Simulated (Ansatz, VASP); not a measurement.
One calculation of K2ICl, two programs

```xyz
4
Lattice="2.4435 1.4107 8.0470 -2.4435 1.4107 8.0470 0.0000 -2.8215 8.0470" Properties=species:S:1:pos:R:3 pbc="T T T"
Cl    2.4435    1.4107    8.0470
I     0.0000    0.0000   12.0705
K     0.0000    0.0000    6.2531
K     0.0000    0.0000   17.8879
```

Change from the starting cell: hydrostatic strain +3.6%.

Alike in both runs: task single point; functional r2SCAN; k mesh 6 × 6 × 6; no spin polarisation.

|  | VASP | Ansatz |
| --- | --- | --- |
| version | VASP 6.6.1 | Ansatz 0.2.0 |
| potentials or method | VASP PAW PBE potentials, release 64 (Cl, I, K_sv) | plane waves, PAW |
| plane-wave cutoff (eV) | 520 | 500 |
| occupations | gaussian, width 0.01 eV | fixed |
| valence electrons in the cell | 32 | 42 |

|  | VASP | Ansatz | Ansatz less VASP |
| --- | --- | --- | --- |
| gap on the k mesh at the Fermi level (eV) | 4.19 | 4.19 | +0.001 |
| pressure (GPa) | -1.3 | -1.2 | +0.02 |

VASP's potentials were made for PBE, not for r2SCAN. VASP's potentials hold 32 valence electrons a cell and Ansatz's 42, so a difference there can come from the potentials and not from the codes.

Spin-orbit coupling is off throughout.
